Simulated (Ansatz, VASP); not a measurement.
Zn2C in VASP and in Ansatz

```xyz
3
Lattice="0.0000 2.6285 2.6285 2.6285 0.0000 2.6285 2.6285 2.6285 0.0000" Properties=species:S:1:pos:R:3 pbc="T T T"
C     0.0000    0.0000    0.0000
Zn    1.3143    1.3143    1.3143
Zn    3.9428    3.9428    3.9428
```

Alike in both runs: task single point; functional r2SCAN; k mesh 8 × 8 × 8; occupations fermi-dirac, width 0.02 eV; no spin polarisation.

|  | VASP | Ansatz |
| --- | --- | --- |
| version | VASP 6.6.1 | Ansatz 0.2.0 |
| potentials or method | VASP PAW PBE potentials, release 64 (C, Zn) | plane waves, PAW |
| plane-wave cutoff (eV) | 520 | 500 |
| valence electrons in the cell | 28 | 28 |

|  | VASP | Ansatz | Ansatz less VASP |
| --- | --- | --- | --- |
| pressure (GPa) | -6.9 | -7.4 | -0.55 |

VASP's potentials were made for PBE, not for r2SCAN.
